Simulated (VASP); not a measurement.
# TaS2 (P-3m1) in VASP: further runs, part 3 of 3

VASP 6.6.1. Earlier steps stand in the parts before.

## 5. Single point, PBE (volume scaled by 1.01)

INCAR

```
PREC = Accurate ; ENCUT = 500
EDIFF = 1E-6 ; ISMEAR = -1
SIGMA = 0.03 ; LREAL = F
LASPH = T ; NELM = 120
ALGO = Normal ; ISIF = 2
LWAVE = F ; LCHARG = F
GGA = PE ; NBANDS = 18
GGA_COMPAT = F
```

KPOINTS

```
regular mesh
0
Gamma
  9 9 5
```

POSCAR

```
TaS2
1.0
    3.3611317775      0.0000000000      0.0000000000
   -1.6805658888      2.9108255048      0.0000000000
    0.0000000000      0.0000000000      5.8794685816
Ta S
1 2
Direct
    0.0000000000      0.0000000000      0.0000000000
    0.3333333333      0.6666666667      0.2500000000
    0.6666666667      0.3333333333      0.7500000000
```

Potentials or basis: VASP PAW PBE potentials, release 64 (Ta_pv, S).

Started as:

```bash
$ cat potpaw_PBE.64/Ta_pv/POTCAR potpaw_PBE.64/S/POTCAR > POTCAR
$ mpirun -np 1 vasp_std > vasp.out
```

OUTCAR:

```text
PREC = Accurate
   ENCUT = 500
   EDIFF = 1E-6
   ISMEAR = -1
   LREAL = F
   LASPH = T
   NELM = 120
   ISIF = 2
   GGA = PE

 ion  position               nearest neighbor table
   1  0.000  0.000  0.000-   2 2.43   3 2.43   3 2.43   2 2.43   3 2.43   2 2.43
   2  0.333  0.667  0.250-   1 2.43   1 2.43   1 2.43
   3  0.667  0.333  0.750-   1 2.43   1 2.43   1 2.43

  LATTYP: Found a hexagonal cell.
 ALAT       =     3.3611317775
 C/A-ratio  =     1.7492526241

  Lattice vectors:

 A1 = (   3.3611317775,   0.0000000000,   0.0000000000)
 A2 = (  -1.6805658888,   2.9108255048,   0.0000000000)
 A3 = (   0.0000000000,   0.0000000000,   5.8794685816)

Analysis of symmetry for initial positions (statically):
=====================================================================
 Subroutine PRICEL returns:
 Original cell was already a primitive cell.

 Routine SETGRP: Setting up the symmetry group for a
 hexagonal supercell.

[... 157 lines left out ...]

 number of electron      23.0000000 magnetization

 Free energy of the ion-electron system (eV)
  ---------------------------------------------------
  ext. energy  EPLUGINS =         0.00000000
  ---------------------------------------------------
  free energy    TOTEN  =       -23.04549577 eV

  energy without entropy =      -23.03922776  energy(sigma->0) =      -23.04236176

 E-fermi :   5.5701     XC(G=0): -10.4693

 val. band max:        5.5678155193   @ k =   0.2222   0.1111   0.0000
 cond. band min:       5.5791774588   @ k =   0.0000   0.0000   0.4000
 fundamental gap:      0.0113619395
 Fermi energy:         5.5700849540

 k-point     1 :       0.0000    0.0000    0.0000
  band No.  band energies     occupation
      1     -29.7170      2.00000
      2     -29.7033      2.00000
      3     -29.7033      2.00000
      4      -9.5242      2.00000
      5      -7.4812      2.00000
      6      -1.3668      2.00000
[... 481 lines left out ...]
      5      -7.5516      2.00000
      6      -0.2752      2.00000
[... 10 lines left out ...]
     17      12.2785      0.00000
     18      13.0190      0.00000

 [... further k-points ...]
[... 5 lines left out ...]
  --------------------------------------------------------------------------------------
  -------------------------------------------------------------------------------------
  Total        2.1283627      2.1283627      3.9058431     -0.0000000      0.0000000     -0.0000000
  in kB       59.2811238     59.2811238    108.7891513     -0.0000000      0.0000000     -0.0000000
  external PRESSURE =      75.7837997 kB  Pullay stress =       0.0000000 kB

 VOLUME and BASIS-vectors are now :
 -----------------------------------------------------------------------------
  energy-cutoff  :      500.00
  volume of cell :       57.52
      direct lattice vectors                 reciprocal lattice vectors
     3.361131777  0.000000000  0.000000000     0.297518832  0.171772578  0.000000000
    -1.680565889  2.910825505  0.000000000     0.000000000  0.343545155  0.000000000
     0.000000000  0.000000000  5.879468582     0.000000000  0.000000000  0.170083399

 POSITION                                       TOTAL-FORCE (eV/Angst)
 -----------------------------------------------------------------------------------
      0.00000      0.00000      0.00000         0.000000      0.000000      0.000000
     -0.00000      1.94055      1.46987        -0.000000      0.000000      1.078304
      1.68057      0.97028      4.40960         0.000000     -0.000000     -1.078304
 -----------------------------------------------------------------------------------
    total drift:                               -0.000000     -0.000000     -0.000000

  FREE ENERGIE OF THE ION-ELECTRON SYSTEM (eV)
  ---------------------------------------------------
  free  energy   TOTEN  =       -23.0454957674 eV

  energy  without entropy=      -23.0392277573  energy(sigma->0) =      -23.04236176
```

OSZICAR:

```text
N       E                     dE             d eps       ncg     rms          rms(c)
DAV:   1     0.149881469741E+03    0.14988E+03   -0.11267E+04  1800   0.112E+03
DAV:   2    -0.180219030043E+02   -0.16790E+03   -0.16466E+03  2318   0.286E+02
DAV:   3    -0.245343118783E+02   -0.65124E+01   -0.64709E+01  2350   0.542E+01
DAV:   4    -0.246089080634E+02   -0.74596E-01   -0.74549E-01  2354   0.634E+00
DAV:   5    -0.246101081352E+02   -0.12001E-02   -0.12000E-02  2290   0.795E-01    0.205E+01
DAV:   6    -0.231556480978E+02    0.14545E+01   -0.55685E+00  2050   0.147E+01    0.106E+01
DAV:   7    -0.230553475176E+02    0.10030E+00   -0.62412E-01  1972   0.471E+00    0.460E+00
DAV:   8    -0.230483714161E+02    0.69761E-02   -0.13226E-01  2250   0.224E+00    0.120E+00
DAV:   9    -0.230456136048E+02    0.27578E-02   -0.88380E-03  2218   0.653E-01    0.487E-01
DAV:  10    -0.230454486948E+02    0.16491E-03   -0.26835E-03  2198   0.309E-01    0.999E-02
DAV:  11    -0.230454725798E+02   -0.23885E-04   -0.28069E-04  1914   0.956E-02    0.289E-02
DAV:  12    -0.230454918809E+02   -0.19301E-04   -0.24352E-05  2158   0.340E-02    0.147E-02
DAV:  13    -0.230454955761E+02   -0.36952E-05   -0.77584E-06  2106   0.185E-02    0.820E-03
DAV:  14    -0.230454957674E+02   -0.19127E-06   -0.91791E-07  1492   0.598E-03
   1 F= -.23045496E+02 E0= -.23042362E+02  d E =-.626801E-02
```

Run time: 41 s. Hardware: 1 thread of AMD EPYC 7R43 (Zen 3), shared host; peak memory 0.17 GiB.

Results:

```
Free energy   : -23.0455 eV
Pressure      : 7.6 GPa
Largest force : 1.078 eV/Å
```

Forces in eV/Å, atoms in the order of the input:
```
Ta   0.000  0.000  0.000
S    0.000  0.000  1.078
S    0.000  0.000 -1.078
```

Caveat: spin-orbit coupling is left out, which moves the levels of the heavy elements; this functional lacks dispersion, which binds the layers, so the pressure and a relaxed spacing across them are unreliable; forces of over 1 eV/Å act on the atoms, so gaps and moduli don't describe the material at rest.

## 6. The runs side by side

```csv
cell,gap on the mesh (eV),pressure (GPa),largest force (eV/Å)
"a = 3.451, b = 3.451, c = 5.860 Å, angles 90.0, 90.0, 120.0°, 3 atoms",none,0.7,0.46
"a = 3.282, b = 3.282, c = 5.740 Å, angles 90.0, 90.0, 120.0°, 3 atoms",none,20.3,2.42
"a = 3.328, b = 3.328, c = 5.821 Å, angles 90.0, 90.0, 120.0°, 3 atoms",none,12.5,1.61
"a = 3.361, b = 3.361, c = 5.879 Å, angles 90.0, 90.0, 120.0°, 3 atoms",none,7.6,1.08
```

Alike in all rows: task single point; level PBE; potentials or basis VASP PAW PBE potentials, release 64 (Ta_pv, S); no spin polarisation; k mesh 9 × 9 × 5; cutoff (eV) 500; smearing fermi-dirac 0.03 eV.

Caveats: spin-orbit coupling is left out, which moves the levels of the heavy elements; this functional lacks dispersion, which binds the layers, so the pressure and a relaxed spacing across them are unreliable; forces of over 1 eV/Å act on the atoms, so gaps and moduli don't describe the material at rest (some runs).

Absolute energies hang on the potentials; compare differences alone.
